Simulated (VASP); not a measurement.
The system is LiCl.

```xyz
2
Lattice="0.0000 2.5648 2.5648 2.5648 0.0000 2.5648 2.5648 2.5648 0.0000" Properties=species:S:1:pos:R:3 pbc="T T T"
Cl    2.5648    2.5648    2.5648
Li    0.0000    0.0000    0.0000
```

- Program: VASP 6.6.1
- Task: relaxation of cell and atoms
- Functional: PBEsol
- Dispersion: D3(BJ)
- Potentials or basis: VASP PAW PBE potentials, release 64 (Cl, Li_sv)
- Cutoff: 600 eV
- k mesh: 9 × 9 × 9
- Occupations: fermi-dirac, width 0.05 eV
- Spin: no spin polarisation

At the start: pressure -3.0 GPa; volume 16.87 Å³/atom.

Task: Where does the relaxation end?

Result: Over 4 steps the energy falls by 15.8 meV/atom and the volume is 15.35 Å³/atom (-9.0 %); space group Fm-3m (No. 225, to 0.05 Å).

Step by step:
```csv
step,energy change (eV),largest force (eV/Å),pressure (GPa),volume (Å³)
1,0.0000,0.0000,-3.05,33.74
2,-0.0232,0.0000,-1.70,32.20
3,-0.0314,0.0000,-0.23,30.89
4,-0.0315,0.0000,0.01,30.70
```

Final structure:
```
CELL_PARAMETERS angstrom
0.00000 2.48520 2.48520
2.48520 0.00000 2.48520
2.48520 2.48520 0.00000
ATOMIC_POSITIONS crystal
Cl 0.50000 0.50000 0.50000
Li 0.00000 0.00000 0.00000
```

Caveat: the cutoff is under 1.25 times the usual one of these potentials, so pressure, stress and relaxed cells hold a basis-set (Pulay) error; the PAW data sets were made with another functional, which shifts forces and pressure a little.
